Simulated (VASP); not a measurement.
Set up this calculation in VASP 6.6.1, as the native input.

```yaml
Task: single point
Functional: PBEsol
Potentials_or_basis: VASP PAW PBE potentials, release 64 (Ta_pv, O)
Cutoff: 520 eV
k_mesh: 2 × 2 × 2, shifted
Occupations: fermi-dirac, width 0.01 eV
Spin: no spin polarisation
Dipole_correction: no
Further_INCAR_settings: ALGO = Normal; EDIFF = 1e-06; NBANDS = 127
```

The structure of Ta8O21 (a cell with a defect) lies in POSCAR:

```
Ta8O21
1.0
    0.0000000000     11.9846651819      3.5696847681
    5.7020527302      0.0000000000      3.5696847681
    5.7020527302     11.9846651819      0.0000000000
Ta O
8 21
Direct
    0.1008222432      0.3903614307      0.7520446876
    0.6123878220      0.8843499497      0.2503110844
    0.3940495887      0.1025388516      0.7473545371
    0.8984863088      0.5973264004      0.2479289690
    0.2089304434      0.2321061169      0.4232549629
    0.7310873447      0.7356133254      0.9139680823
    0.2528928712      0.2468406174      0.1044883131
    0.7524537137      0.7418798238      0.6077654014
    0.3085469424      0.6907788579      0.5639240948
    0.8129111868      0.1798661988      0.0727074128
    0.1794647978      0.8169526469      0.9310128997
    0.6861067085      0.3095816309      0.4300379399
    0.4228353580      0.5524983185      0.2013339983
    0.8913424150      0.0685510252      0.7188188736
    0.0706583352      0.9306050378      0.3196221237
    0.5702621324      0.4203094340      0.8202929324
    0.4644361841      0.1075643624      0.2631868294
    0.9046015472      0.5581047076      0.8251774661
    0.0906457256      0.4177358561      0.1618578434
    0.5777096576      0.9081607419      0.6847653145
    0.1773145521      0.2873631188      0.5907820314
    0.7043809848      0.7974824454      0.0735921916
    0.3177162849      0.1741689402      0.9201723179
    0.8271904027      0.6684662058      0.4181631144
    0.2512413986      0.2601116662      0.7489457655
    0.7367757476      0.7424857666      0.2712325921
    0.2076197684      0.2965081236      0.2725211588
    0.7385378462      0.7477522340      0.7609088971
    0.2656370129      0.9540537214      0.3965207785
```

One way to write it, as run:

INCAR

```
  PREC = Accurate
  ENCUT = 520
  EDIFF = 1E-6
  ISMEAR = -1
  SIGMA = 0.01
  LREAL = False
  LASPH = True
  NELM = 120
  ALGO = Normal
  ISIF = 2
  LWAVE = False
  LCHARG = False
  GGA = PS
  NBANDS = 127
  GGA_COMPAT = False
```

KPOINTS

```
Automatic mesh
0
Gamma
  2 2 2
  0.5 0.5 0.5
```

Potentials or basis: VASP PAW PBE potentials, release 64 (Ta_pv, O).

The run is started by

```bash
$ cat potpaw_PBE.64/Ta_pv/POTCAR potpaw_PBE.64/O/POTCAR > POTCAR
$ mpirun -np 1 vasp_std > vasp.out
```

Results of the run:

| Property | Result |
| --- | --- |
| Pressure | 1.3 GPa |
| Largest force | 0.368 eV/Å |
| Band gap on the k mesh | 3.00 eV |

Caveat: the PAW data sets were made with another functional, which shifts forces and pressure a little; spin-orbit coupling is left out, which moves the levels of the heavy elements.

Wall time 75 min on 1 thread of Intel Xeon 8259CL (shared host), peak memory 1.3 GiB.
